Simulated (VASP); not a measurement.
# PbSe in VASP: single point with PBEsol

Aim: the single point of PbSe with PBEsol.

Everything below comes from runs of VASP 6.6.1. Logs are shortened: lines on timing, memory, paths and dates and some standing lists are left out, and cuts for length are marked.

### Step 1. The cell of the first run

The cell holds a wire or tube with vacuum around it, 12 atoms: a = 16.100 Å, b = 16.800 Å, c = 3.976 Å, α = 90.00°, β = 90.00°, γ = 90.00°.

### Step 2. Single point, PBEsol

Contents of INCAR:

```
SYSTEM = PbSe
PREC = Accurate
ENCUT = 400
EDIFF = 1E-6
ISMEAR = 0
SIGMA = 0.05
LREAL = .False.
LASPH = .True.
NELM = 120
ALGO = Normal
ISIF = 2
LWAVE = .False.
LCHARG = .False.
GGA = PS
NBANDS = 72
GGA_COMPAT = .False.
```

Contents of KPOINTS:

```
Automatic mesh
0
Gamma
  1 1 12
  0 0 0
```

Contents of POSCAR:

```
PbSe
1.0
   16.1000000000      0.0000000000      0.0000000000
    0.0000000000     16.8000000000      0.0000000000
    0.0000000000      0.0000000000      3.9757847000
Pb Se
6 6
Direct
    0.6462575336      0.5510153309      0.5000000000
    0.5270272998      0.6468927909      0.0000000000
    0.3807697662      0.5958774600      0.5000000000
    0.3537424664      0.4489846691      0.0000000000
    0.4729727002      0.3531072091      0.5000000000
    0.6192302338      0.4041225400      1.0000000000
    0.6936534801      0.6557239569      0.0000000000
    0.4561023199      0.7385829436      0.5000000000
    0.2624488398      0.5828589868      1.0000000000
    0.3063465199      0.3442760431      0.5000000000
    0.5438976801      0.2614170564      0.0000000000
    0.7375511602      0.4171410132      0.5000000000
```

Potentials or basis: VASP PAW PBE potentials, release 64 (Pb_d, Se).

Run with:

```sh
cat potpaw_PBE.64/Pb_d/POTCAR potpaw_PBE.64/Se/POTCAR > POTCAR
mpirun -np 1 vasp_std > vasp.out
```

OUTCAR:

```text
SYSTEM = PbSe
   PREC = Accurate
   ENCUT = 400
   EDIFF = 1E-6
   ISMEAR = 0
   LREAL = .False.
   LASPH = .True.
   NELM = 120
   ISIF = 2
   GGA = PS

 ion  position               nearest neighbor table
   1  0.646  0.551  0.500-  12 2.69   7 2.76   7 2.76   2 3.20   2 3.20   6 3.20   6 3.20
   2  0.527  0.647  0.000-   7 2.69   8 2.76   8 2.76   3 3.20   3 3.20   1 3.20   1 3.20
   3  0.381  0.596  0.500-   8 2.69   9 2.76   9 2.76   2 3.20   2 3.20   4 3.20   4 3.20
   4  0.354  0.449  0.000-   9 2.69  10 2.76  10 2.76   5 3.20   5 3.20   3 3.20   3 3.20
   5  0.473  0.353  0.500-  10 2.69  11 2.76  11 2.76   6 3.20   6 3.20   4 3.20   4 3.20
   6  0.619  0.404  0.000-  11 2.69  12 2.76  12 2.76   5 3.20   5 3.20   1 3.20   1 3.20
   7  0.694  0.656  0.000-   2 2.69   1 2.76   1 2.76
   8  0.456  0.739  0.500-   3 2.69   2 2.76   2 2.76
   9  0.262  0.583  0.000-   4 2.69   3 2.76   3 2.76
  10  0.306  0.344  0.500-   5 2.69   4 2.76   4 2.76
  11  0.544  0.261  0.000-   6 2.69   5 2.76   5 2.76
  12  0.738  0.417  0.500-   1 2.69   6 2.76   6 2.76

  LATTYP: Found a simple orthorhombic cell.
 ALAT       =     3.9757847000
 B/A-ratio  =     4.0495150555
 C/A-ratio  =     4.2255809275

  Lattice vectors:

 A1 = (   0.0000000000,   0.0000000000,   3.9757847000)
 A2 = (  16.1000000000,   0.0000000000,   0.0000000000)
 A3 = (   0.0000000000,  16.8000000000,   0.0000000000)

Analysis of symmetry for initial positions (statically):
=====================================================================
 Subroutine PRICEL returns:
 Original cell was already a primitive cell.

 Routine SETGRP: Setting up the symmetry group for a
 simple orthorhombic supercell.

 Subroutine GETGRP returns: Found  4 space group operations
 (whereof  2 operations were pure point group operations)
 out of a pool of  8 trial point group operations.

The static configuration has the point symmetry C_1h.
 The point group associated with its full space group is C_2h.

Analysis of symmetry for dynamics (positions and initial velocities):
=====================================================================
 Subroutine PRICEL returns:
 Original cell was already a primitive cell.

 Routine SETGRP: Setting up the symmetry group for a
 simple orthorhombic supercell.

 Subroutine GETGRP returns: Found  4 space group operations
 (whereof  2 operations were pure point group operations)
 out of a pool of  8 trial point group operations.

The dynamic configuration has the point symmetry C_1h.
 The point group associated with its full space group is C_2h.

 Subroutine INISYM returns: Found  4 space group operations
 (whereof  2 operations are pure point group operations),
 and found     1 'primitive' translations

----------------------------------------------------------------------------------------

                                     Primitive cell

  volume of cell :    1075.3702

  direct lattice vectors                    reciprocal lattice vectors
    16.100000000  0.000000000  0.000000000     0.062111801  0.000000000  0.000000000
     0.000000000 16.800000000  0.000000000     0.000000000  0.059523810  0.000000000
     0.000000000  0.000000000  3.975784700     0.000000000  0.000000000  0.251522674

  length of vectors
    16.100000000 16.800000000  3.975784700     0.062111801  0.059523810  0.251522674

  position of ions in fractional coordinates (direct lattice)
     0.646257534  0.551015331  0.500000000
     0.527027300  0.646892791  0.000000000
     0.380769766  0.595877460  0.500000000
     0.353742466  0.448984669  0.000000000
     0.472972700  0.353107209  0.500000000
     0.619230234  0.404122540  0.000000000
     0.693653480  0.655723957  0.000000000
     0.456102320  0.738582944  0.500000000
     0.262448840  0.582858987  0.000000000
     0.306346520  0.344276043  0.500000000
     0.543897680  0.261417056  0.000000000
     0.737551160  0.417141013  0.500000000

  ion indices of the primitive-cell ions
   primitive index   ion index
                 1           1
                 2           2
                 3           3
                 4           4
                 5           5
                 6           6
                 7           7
                 8           8
                 9           9
                10          10
                11          11
                12          12

----------------------------------------------------------------------------------------

 KPOINTS: Automatic mesh

Automatic generation of k-mesh.
 Grid dimensions read from file:
 generate k-points for:    1    1   12

 Generating k-lattice:

  Cartesian coordinates                     Fractional coordinates (reciprocal lattice)
     0.062111801  0.000000000  0.000000000     1.000000000  0.000000000  0.000000000
     0.000000000  0.059523810  0.000000000     0.000000000  1.000000000  0.000000000
     0.000000000  0.000000000  0.020960223     0.000000000  0.000000000  0.083333333

  Length of vectors
     0.062111801  0.059523810  0.020960223

  Shift w.r.t. Gamma in fractional coordinates (k-lattice)
     0.000000000  0.000000000  0.000000000

 Subroutine IBZKPT returns following result:
 ===========================================

 Found      7 irreducible k-points:

 Following reciprocal coordinates:
            Coordinates               Weight
  0.000000  0.000000  0.000000      1.000000
  0.000000  0.000000  0.083333      2.000000
  0.000000  0.000000  0.166667      2.000000
  0.000000  0.000000  0.250000      2.000000
  0.000000  0.000000  0.333333      2.000000
  0.000000  0.000000  0.416667      2.000000
  0.000000  0.000000  0.500000      1.000000
   k-points           NKPTS =      7   k-points in BZ     NKDIM =      7   number of bands    NBANDS=     72
   number of dos      NEDOS =    301   number of ions     NIONS =     12
   total plane-waves  NPLWV = 338688
   dimension x,y,z NGX =   108 NGY =  112 NGZ =   28
   dimension x,y,z NGXF=   216 NGYF=  224 NGZF=   56
   ions per type =               6   6
   NGX,Y,Z   is equivalent  to a cutoff of  11.15, 11.08, 11.71 a.u.
   NGXF,Y,Z  is equivalent  to a cutoff of  22.30, 22.17, 23.42 a.u.
 SYSTEM =  PbSe
   PREC   = accura    normal or accurate (medium, high low for compatibility)
   ISTART =      0    job   : 0-new  1-cont  2-samecut
   ICHARG =      2    charge: 1-file 2-atom 10-const
   ISPIN  =      1    spin polarized calculation?
   LNONCOLLINEAR =      F non collinear calculations
   LSORBIT =      F    spin-orbit coupling
   LASPH  =      T    aspherical Exc in radial PAW
   ENCUT  =  400.0 eV  29.40 Ry    5.42 a.u.  26.26 27.40  6.48*2*pi/ulx,y,z
   NELM   =    120;   NELMIN=  2; NELMDL= -5     # of ELM steps
   EDIFF  = 0.1E-05   stopping-criterion for ELM
   LREAL  =      F    real-space projection
   EDIFFG = 0.1E-04   stopping-criterion for IOM
   NSW    =      0    number of steps for IOM
   IBRION =     -1    ionic relax: 0-MD 1-quasi-New 2-CG
   NFREE  =      0    steps in history (QN), initial steepest desc. (CG)
   ISIF   =      2    stress and relaxation
   ISYM   =      2    0-nonsym 1-usesym 2-fastsym
   POTIM  = 0.5000    time-step for ionic-motion
   TEBEG  =    0.0;   TEEND  =   0.0 temperature during run
   PSTRESS=    0.0 pullay stress
   NELECT =     120.0000    total number of electrons
   NUPDOWN=      -1.0000    fix difference up-down
   EMIN   =  10.00;   EMAX   =-10.00  energy-range for DOS
   EFERMI =   0.00;   METHOD = LEGACY
   ISMEAR =     0;   SIGMA  =   0.05  broadening in eV -4-tet -1-fermi 0-gaus
   EFERMI_NEDOS =   21; number of points for ismear=-14 and -15
   IALGO  =     38    algorithm
   IMIX   =      4    mixing-type and parameters
     AMIX     =   0.40;   BMIX     =  1.00
     AMIX_MAG =   1.60;   BMIX_MAG =  1.00
  volume/ion in A,a.u.               =      89.61       604.75
  Fermi-wavevector in a.u.,A,eV,Ry     =   0.788163  1.489412  8.451946  0.621201
  Thomas-Fermi vector in A             =   1.893049
   LORBIT       =      0    0 simple, 1 ext, 2 COOP (PROOUT), +10 PAW based schemes
   GGA     = PS    functional components
   LHFCALC =     F    Hartree Fock is set to
   AEXX    =    0.0000 exact exchange contribution
   IVDW    =     0    specifies the selected vdW correction
   LEPSILON=     F    determine dielectric tensor
   LRPA    =     F    only Hartree local field effects (RPA)
 non-spin polarized calculation
 Gauss-broadening in eV      SIGMA  =   0.05
  energy-cutoff  :      400.00
  volume of cell :     1075.37
 maximum number of plane-waves:     19599
 NGX is ok and might be reduce to   108
   NGX = 53   NGY = 55   NGZ = 13

 number of electron     120.0000009 magnetization

 Free energy of the ion-electron system (eV)
  ---------------------------------------------------
  ext. energy  EPLUGINS =         0.00000000
  ---------------------------------------------------
  free energy    TOTEN  =       -47.13911316 eV

  energy without entropy =      -47.13911316  energy(sigma->0) =      -47.13911316

 E-fermi :  -2.2375     XC(G=0):  -3.7392

 val. band max:       -2.5323718490   @ k =   0.0000   0.0000   0.1667
 cond. band min:      -1.3837436770   @ k =   0.0000   0.0000   0.0000
 fundamental gap:      1.1486281721
 Fermi energy:        -2.2375454909

 k-point     1 :       0.0000    0.0000    0.0000
  band No.  band energies     occupation
      1     -19.1821      2.00000
      2     -19.1436      2.00000
      3     -19.0959      2.00000
      4     -19.0959      2.00000
      5     -19.0658      2.00000
      6     -19.0658      2.00000
[... 64 lines left out ...]
     71       2.0743      0.00000
     72       2.4594      0.00000
[... 448 lines left out ...]
     71       1.4982      0.00000
     72       1.4982      0.00000

------------------------ aborting loop because EDIFF is reached ----------------------------------------

  FORCE on cell =-STRESS in cart. coord.  units (eV):
  Direction    XX          YY          ZZ          XY          YZ          ZX
  --------------------------------------------------------------------------------------
  -------------------------------------------------------------------------------------
  Total       13.8844943     13.8820199     16.1923684     -0.0002024      0.0000000      0.0000000
  in kB       20.6862911     20.6826046     24.1247567     -0.0003015      0.0000000      0.0000000
  external PRESSURE =      21.8312175 kB  Pullay stress =       0.0000000 kB

 VOLUME and BASIS-vectors are now :
 -----------------------------------------------------------------------------
  energy-cutoff  :      400.00
  volume of cell :     1075.37
      direct lattice vectors                 reciprocal lattice vectors
    16.100000000  0.000000000  0.000000000     0.062111801  0.000000000  0.000000000
     0.000000000 16.800000000  0.000000000     0.000000000  0.059523810  0.000000000
     0.000000000  0.000000000  3.975784700     0.000000000  0.000000000  0.251522674

 POSITION                                       TOTAL-FORCE (eV/Angst)
 -----------------------------------------------------------------------------------
     10.40475      9.25706      1.98789        -0.261077      0.450017      0.000000
      8.48514     10.86780      0.00000        -0.520546     -0.000784      0.000000
      6.13039     10.01074      1.98789        -0.259640     -0.451889      0.000000
      5.69525      7.54294      0.00000         0.261077     -0.450017      0.000000
      7.61486      5.93220      1.98789         0.520546      0.000784      0.000000
      9.96961      6.78926      0.00000         0.259640      0.451889      0.000000
     11.16782     11.01616      0.00000         1.125579      0.532445      0.000000
      7.34325     12.40819      1.98789         0.101751      1.241447      0.000000
      4.22543      9.79203      0.00000        -1.024257      0.708859      0.000000
      4.93218      5.78384      1.98789        -1.125579     -0.532445      0.000000
      8.75675      4.39181      0.00000        -0.101751     -1.241447      0.000000
     11.87457      7.00797      1.98789         1.024257     -0.708859      0.000000
 -----------------------------------------------------------------------------------
    total drift:                                0.000000      0.000000      0.000000

  FREE ENERGIE OF THE ION-ELECTRON SYSTEM (eV)
  ---------------------------------------------------
  free  energy   TOTEN  =       -47.1391131556 eV

  energy  without entropy=      -47.1391131556  energy(sigma->0) =      -47.13911316
```

Wall time 10 min (1 thread of AMD EPYC 7R43 (Zen 3), shared host); peak memory 0.76 GiB.

What came out:

- Free energy: -47.1391 eV
- Largest force: 1.246 eV/Å
- Band gap on the k mesh: 1.15 eV (least direct gap 1.43 eV)

Forces on the atoms (eV/Å):
```
Pb  -0.261  0.450  0.000
Pb  -0.521 -0.001  0.000
Pb  -0.260 -0.452  0.000
Pb   0.261 -0.450  0.000
Pb   0.521  0.001  0.000
Pb   0.260  0.452  0.000
Se   1.126  0.532  0.000
Se   0.102  1.241  0.000
Se  -1.024  0.709  0.000
Se  -1.126 -0.532  0.000
Se  -0.102 -1.241  0.000
Se   1.024 -0.709  0.000
```

Levels at points of the mesh, in eV from the valence-band top:
| k point | band 58 | band 59 | band 60 | band 61 | band 62 | band 63 |
| --- | --- | --- | --- | --- | --- | --- |
| (0.00, 0.00, 0.00) | -0.51 | -0.28 | -0.28 | 1.15 | 2.01 | 2.01 |
| (0.00, 0.00, 0.50) | -0.76 | -0.76 | -0.76 | 1.82 | 1.82 | 2.01 |

Caveat: the PAW data sets were made with another functional, which shifts forces and pressure a little; spin-orbit coupling is left out, which moves the levels of the heavy elements.
